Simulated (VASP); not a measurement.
# Br (Cmce) in VASP: a series of runs

The runs below take Br through single point, with PBE+D3(BJ).

All numbers are computed with VASP 6.6.1; they aren't measurements. Logs are shortened: lines on timing, memory, paths and dates and some standing lists are left out, and cuts for length are marked.

## (1) The cell of the first run

Symmetry: Cmce, No. 64, orthorhombic system. The conventional cell has a = 6.880 Å, b = 4.202 Å, c = 8.477 Å, α = 90.00°, β = 90.00°, γ = 90.00°. Br (site symmetry m) has 3 Br at 2.40 to 3.06 Å within 3.2 Å.

## (2) Single point, PBE+D3(BJ)

INCAR reads:

```
SYSTEM = Br
PREC = Accurate
ENCUT = 520
EDIFF = 1E-6
ISMEAR = 0
SIGMA = 0.1
LREAL = .False.
LASPH = .True.
NELM = 60
ALGO = Normal
ISIF = 2
LWAVE = .False.
LCHARG = .True.
GGA = PE
IVDW = 12
LELF = .True.
LVHAR = .True.
NBANDS = 22
```

KPOINTS reads:

```
Automatic mesh
0
Gamma
  6 6 4
  0 0 0
```

POSCAR reads:

```
Br
1.0
    3.4400627293     -2.1010554639      0.0000000000
    3.4400627293      2.1010554639      0.0000000000
    0.0000000000      0.0000000000      8.4765523505
Br
4
Direct
    0.1538722739      0.8461277261      0.1191331037
    0.6538722739      0.3461277261      0.3808668963
    0.8461277261      0.1538722739      0.8808668963
    0.3461277261      0.6538722739      0.6191331037
```

Potentials or basis: VASP PAW PBE potentials, release 64 (Br).

Run with:

```
cat potpaw_PBE.64/Br/POTCAR > POTCAR
mpirun -np 1 vasp_std > vasp.out
```

OUTCAR:

```text
SYSTEM = Br
   PREC = Accurate
   ENCUT = 520
   EDIFF = 1E-6
   ISMEAR = 0
   LREAL = .False.
   LASPH = .True.
   NELM = 60
   ISIF = 2
   GGA = PE
   IVDW = 12
 IVDW          = 12

 ion  position               nearest neighbor table
   1  0.154  0.846  0.119-   3 2.40
   2  0.654  0.346  0.381-   4 2.40
   3  0.846  0.154  0.881-   1 2.40
   4  0.346  0.654  0.619-   2 2.40

  LATTYP: Found a base centered orthorhombic cell.
 ALAT       =     4.2021109278
 B/A-ratio  =     1.6373021981
 C/A-ratio  =     2.0172128952

  Lattice vectors:

 A1 = (  -3.4400627293,  -2.1010554639,   0.0000000000)
 A2 = (   3.4400627293,  -2.1010554639,   0.0000000000)
 A3 = (   0.0000000000,   0.0000000000,   8.4765523505)

Analysis of symmetry for initial positions (statically):
=====================================================================
 Subroutine PRICEL returns:
 Original cell was already a primitive cell.

 Routine SETGRP: Setting up the symmetry group for a
 base centered orthorhombic supercell.

 Subroutine GETGRP returns: Found  8 space group operations
 (whereof  4 operations were pure point group operations)
 out of a pool of  8 trial point group operations.

The static configuration has the point symmetry C_2h.
 The point group associated with its full space group is D_2h.

Analysis of symmetry for dynamics (positions and initial velocities):
=====================================================================
 Subroutine PRICEL returns:
 Original cell was already a primitive cell.

 Routine SETGRP: Setting up the symmetry group for a
 base centered orthorhombic supercell.

 Subroutine GETGRP returns: Found  8 space group operations
 (whereof  4 operations were pure point group operations)
 out of a pool of  8 trial point group operations.

The dynamic configuration has the point symmetry C_2h.
 The point group associated with its full space group is D_2h.

 Subroutine INISYM returns: Found  8 space group operations
 (whereof  4 operations are pure point group operations),
 and found     1 'primitive' translations

----------------------------------------------------------------------------------------

                                     Primitive cell

  volume of cell :     122.5330

  direct lattice vectors                    reciprocal lattice vectors
     3.440062729 -2.101055464  0.000000000     0.145346187 -0.237975631  0.000000000
     3.440062729  2.101055464  0.000000000     0.145346187  0.237975631  0.000000000
     0.000000000  0.000000000  8.476552351     0.000000000  0.000000000  0.117972491

  length of vectors
     4.030938556  4.030938556  8.476552351     0.278851062  0.278851062  0.117972491

  position of ions in fractional coordinates (direct lattice)
     0.153872274  0.846127726  0.119133104
     0.653872274  0.346127726  0.380866896
     0.846127726  0.153872274  0.880866896
     0.346127726  0.653872274  0.619133104

  ion indices of the primitive-cell ions
   primitive index   ion index
                 1           1
                 2           2
                 3           3
                 4           4

----------------------------------------------------------------------------------------

 KPOINTS: Automatic mesh

Automatic generation of k-mesh.
 Grid dimensions read from file:
 generate k-points for:    6    6    4

 Generating k-lattice:

  Cartesian coordinates                     Fractional coordinates (reciprocal lattice)
     0.024224364 -0.039662605  0.000000000     0.166666667  0.000000000  0.000000000
     0.024224364  0.039662605  0.000000000     0.000000000  0.166666667  0.000000000
     0.000000000  0.000000000  0.029493123     0.000000000  0.000000000  0.250000000

  Length of vectors
     0.046475177  0.046475177  0.029493123

  Shift w.r.t. Gamma in fractional coordinates (k-lattice)
     0.000000000  0.000000000  0.000000000

 Subroutine IBZKPT returns following result:
 ===========================================

 Found     39 irreducible k-points:

 Following reciprocal coordinates:
            Coordinates               Weight
  0.000000  0.000000  0.000000      1.000000
  0.166667  0.000000  0.000000      4.000000
  0.333333  0.000000  0.000000      4.000000
  0.500000  0.000000  0.000000      2.000000
  0.166667  0.166667  0.000000      2.000000
  0.333333  0.166667  0.000000      4.000000
[... 16 lines left out ...]
  0.333333  0.333333  0.250000      4.000000
  0.500000  0.333333  0.250000      8.000000
 [... further k-points ...]
   k-points           NKPTS =     39   k-points in BZ     NKDIM =     39   number of bands    NBANDS=     22
   number of dos      NEDOS =    301   number of ions     NIONS =      4
   total plane-waves  NPLWV =  57600
   dimension x,y,z NGX =    30 NGY =   30 NGZ =   64
   dimension x,y,z NGXF=    60 NGYF=   60 NGZF=  128
   ions per type =               4
   NGX,Y,Z   is equivalent  to a cutoff of  12.37, 12.37, 12.55 a.u.
   NGXF,Y,Z  is equivalent  to a cutoff of  24.75, 24.75, 25.10 a.u.
 SYSTEM =  Br
   PREC   = accura    normal or accurate (medium, high low for compatibility)
   ISTART =      0    job   : 0-new  1-cont  2-samecut
   ICHARG =      2    charge: 1-file 2-atom 10-const
   ISPIN  =      1    spin polarized calculation?
   LNONCOLLINEAR =      F non collinear calculations
   LSORBIT =      F    spin-orbit coupling
   LASPH  =      T    aspherical Exc in radial PAW
   ENCUT  =  520.0 eV  38.22 Ry    6.18 a.u.   7.49  7.49 15.76*2*pi/ulx,y,z
   NELM   =     60;   NELMIN=  2; NELMDL= -5     # of ELM steps
   EDIFF  = 0.1E-05   stopping-criterion for ELM
   LREAL  =      F    real-space projection
   EDIFFG = 0.1E-04   stopping-criterion for IOM
   NSW    =      0    number of steps for IOM
   IBRION =     -1    ionic relax: 0-MD 1-quasi-New 2-CG
   NFREE  =      0    steps in history (QN), initial steepest desc. (CG)
   ISIF   =      2    stress and relaxation
   ISYM   =      2    0-nonsym 1-usesym 2-fastsym
   POTIM  = 0.5000    time-step for ionic-motion
   TEBEG  =    0.0;   TEEND  =   0.0 temperature during run
   PSTRESS=    0.0 pullay stress
   NELECT =      28.0000    total number of electrons
   NUPDOWN=      -1.0000    fix difference up-down
   EMIN   =  10.00;   EMAX   =-10.00  energy-range for DOS
   EFERMI =   0.00;   METHOD = LEGACY
   ISMEAR =     0;   SIGMA  =   0.10  broadening in eV -4-tet -1-fermi 0-gaus
   EFERMI_NEDOS =   21; number of points for ismear=-14 and -15
   IALGO  =     38    algorithm
   IMIX   =      4    mixing-type and parameters
     AMIX     =   0.40;   BMIX     =  1.00
     AMIX_MAG =   1.60;   BMIX_MAG =  1.00
  volume/ion in A,a.u.               =      30.63       206.72
  Fermi-wavevector in a.u.,A,eV,Ry     =   1.000867  1.891365 13.629435  1.001735
  Thomas-Fermi vector in A             =   2.133252
   LORBIT       =      0    0 simple, 1 ext, 2 COOP (PROOUT), +10 PAW based schemes
   GGA     = PE    functional components
   LHFCALC =     F    Hartree Fock is set to
   AEXX    =    0.0000 exact exchange contribution
   IVDW    =    12    specifies the selected vdW correction
   LEPSILON=     F    determine dielectric tensor
   LRPA    =     F    only Hartree local field effects (RPA)
 non-spin polarized calculation
 Gauss-broadening in eV      SIGMA  =   0.10
  energy-cutoff  :      520.00
  volume of cell :      122.53
 maximum number of plane-waves:      3328
 NGX is ok and might be reduce to    30
   NGX = 15   NGY = 15   NGZ = 31

 number of electron      28.0000002 magnetization

 Free energy of the ion-electron system (eV)
  ---------------------------------------------------
  ext. energy  EPLUGINS =         0.00000000
  ---------------------------------------------------
  free energy    TOTEN  =        -6.44374844 eV

  energy without entropy =       -6.44374844  energy(sigma->0) =       -6.44374844

 E-fermi :   0.9524     XC(G=0):  -8.3576

 val. band max:        0.4998411327   @ k =   0.5000   0.0000   0.5000
 cond. band min:       1.8705575788   @ k =   0.5000   0.5000   0.2500
 fundamental gap:      1.3707164461
 Fermi energy:         0.9524172376

 k-point     1 :       0.0000    0.0000    0.0000
  band No.  band energies     occupation
      1     -15.4295      2.00000
      2     -14.7329      2.00000
      3     -13.2982      2.00000
      4     -12.0494      2.00000
      5      -4.5668      2.00000
      6      -3.1506      2.00000
[... 14 lines left out ...]
     21       9.6977      0.00000
     22      10.4409      0.00000

 k-point     2 :       0.1667    0.0000    0.0000
  band No.  band energies     occupation
      1     -15.3274      2.00000
      2     -14.7089      2.00000
      3     -13.2214      2.00000
      4     -12.1520      2.00000
      5      -4.5814      2.00000
      6      -3.4401      2.00000
[... 14 lines left out ...]
     21       9.5653      0.00000
     22       9.8911      0.00000

 k-point     3 :       0.3333    0.0000    0.0000
  band No.  band energies     occupation
      1     -15.0731      2.00000
      2     -14.6957      2.00000
      3     -13.0184      2.00000
      4     -12.4183      2.00000
      5      -4.6839      2.00000
      6      -4.1682      2.00000
[... 14 lines left out ...]
     21       9.9128      0.00000
     22      10.7576      0.00000
[... 476 lines left out ...]
 k-point    23 :       0.3333    0.3333    0.2500
  band No.  band energies     occupation
      1     -15.1709      2.00000
      2     -14.7383      2.00000
      3     -12.9388      2.00000
      4     -12.1745      2.00000
      5      -4.2848      2.00000
      6      -3.5617      2.00000
[... 14 lines left out ...]
     21       9.7352      0.00000
     22      10.2555      0.00000

 k-point    24 :       0.5000    0.3333    0.2500
  band No.  band energies     occupation
      1     -15.0612      2.00000
      2     -14.6914      2.00000
      3     -12.8915      2.00000
      4     -12.2683      2.00000
      5      -4.3496      2.00000
      6      -3.7873      2.00000
[... 14 lines left out ...]
     21      10.0663      0.00000
     22      10.4206      0.00000

 [... further k-points ...]

------------------------ aborting loop because EDIFF is reached ----------------------------------------

 Edisp (eV)   -0.94394

 E8    (eV) :    -0.3745

  FORCE on cell =-STRESS in cart. coord.  units (eV):
  Direction    XX          YY          ZZ          XY          YZ          ZX
  --------------------------------------------------------------------------------------
  -------------------------------------------------------------------------------------
  Total       0.15760    -0.03700     0.11850     0.00000     0.00000     0.00000
  in kB       2.06066    -0.48382     1.54948     0.00000     0.00000     0.00000
  external pressure =        1.04 kB  Pullay stress =        0.00 kB

 VOLUME and BASIS-vectors are now :
 -----------------------------------------------------------------------------
  energy-cutoff  :      520.00
  volume of cell :      122.53
      direct lattice vectors                 reciprocal lattice vectors
     3.440062729 -2.101055464  0.000000000     0.145346187 -0.237975631  0.000000000
     3.440062729  2.101055464  0.000000000     0.145346187  0.237975631  0.000000000
     0.000000000  0.000000000  8.476552351     0.000000000  0.000000000  0.117972491

 POSITION                                       TOTAL-FORCE (eV/Angst)
 -----------------------------------------------------------------------------------
      3.44006      1.45447      1.00984         0.000000      0.015336     -0.004704
      3.44006     -0.64659      3.22844         0.000000      0.015336      0.004704
      3.44006     -1.45447      7.46671         0.000000     -0.015336      0.004704
      3.44006      0.64659      5.24811         0.000000     -0.015336     -0.004704
 -----------------------------------------------------------------------------------
    total drift:                                0.000000     -0.000000      0.000000

  FREE ENERGIE OF THE ION-ELECTRON SYSTEM (eV)
  ---------------------------------------------------
  free  energy   TOTEN  =        -7.3876844020 eV

  energy  without entropy=       -7.3876844020  energy(sigma->0) =       -7.38768440
```

It took 59 s on 1 thread of AMD EPYC 7R13 (Zen 3), shared host; peak memory 0.23 GiB.

What came out:

| Property | Result |
| --- | --- |
| Free energy | -7.3877 eV |
| Pressure | 0.1 GPa |
| Largest force | 0.016 eV/Å |
| Band gap on the k mesh | 1.37 eV, indirect (least direct gap 1.49 eV) |
| Dispersion energy per atom | -0.236 eV |

Forces in eV/Å, atoms in the order of the input:
```
Br   0.000  0.015 -0.005
Br   0.000  0.015  0.005
Br   0.000 -0.015  0.005
Br   0.000 -0.015 -0.005
```

A k mesh can miss the band edges. Expect the measured gap to be larger: semilocal functionals such as PBE lack the derivative discontinuity.

## (3) Single point, PBE+D3(BJ)

This run uses another cell than the first one, of 21.96 Å³/atom, 0.717 times its volume.

INCAR reads:

```
SYSTEM = Br
  PREC = Accurate
  ENCUT = 520
  EDIFF = 1E-6
  ISMEAR = 0
  SIGMA = 0.02
  LREAL = .False.
  LASPH = .True.
  NELM = 60
  ALGO = Normal
  ISIF = 2
  LWAVE = .False.
  LCHARG = .False.
  GGA = PE
  IVDW = 12
  NBANDS = 22
```

KPOINTS reads:

```
Automatic mesh
0
Gamma
  8 8 4
  0 0 0
```

POSCAR reads:

```
Br
1.0
    2.8847871102     -1.8631233451      0.0000000000
    2.8847871102      1.8631233451      0.0000000000
    0.0000000000      0.0000000000      8.1713683882
Br
4
Direct
    0.1781539522      0.8218460478      0.1219215771
    0.6781539522      0.3218460478      0.3780784229
    0.8218460478      0.1781539522      0.8780784229
    0.3218460478      0.6781539522      0.6219215771
```

Potentials or basis: VASP PAW PBE potentials, release 64 (Br).

Run with:

```
cat potpaw_PBE.64/Br/POTCAR > POTCAR
mpirun -np 1 vasp_std > vasp.out
```

It took 77 s on 1 thread of AMD EPYC 7R13 (Zen 3), shared host; peak memory 0.23 GiB.

The run converged. Its results:

```yaml
Free_energy: -6.4903 eV
Pressure: 12.0 GPa
Largest_force: 0.007 eV/Å
Band_gap_on_the_k_mesh: 0.84 eV, indirect (least direct gap 1.33 eV)
Dispersion_energy_per_atom: -0.338 eV
```

Forces on the atoms (eV/Å):
```
Br   0.000 -0.003  0.007
Br   0.000 -0.003 -0.007
Br   0.000  0.003 -0.007
Br   0.000  0.003  0.007
```

Levels at points of the mesh, in eV from the valence-band top:
```tsv
k point	band 10	band 11	band 12	band 13	band 14	band 15	band 16	band 17	band 18	band 19
(0.00, 0.00, 0.00)	-1.25	-1.16	-0.88	-0.24	-0.10	1.50	2.52	5.58	7.25	7.31
(0.50, 0.00, 0.00)	-2.89	-1.99	-1.99	-1.11	-1.11	2.70	2.70	6.27	6.27	9.12
(0.50, 0.50, 0.00)	-3.16	-2.54	-2.34	-1.88	-1.09	0.99	1.83	5.18	6.52	7.40
(0.00, 0.00, 0.50)	-1.04	-0.88	-0.88	-0.15	-0.15	1.53	1.53	6.78	6.78	7.82
(0.50, 0.00, 0.50)	-2.28	-1.60	-1.60	0.00	0.00	1.33	1.33	6.96	6.96	7.68
(0.50, 0.50, 0.50)	-3.02	-2.32	-2.32	-1.73	-1.73	0.94	0.94	6.67	6.67	8.37
```

A k mesh can miss the band edges.

(Part 1 of 2 ends here.)
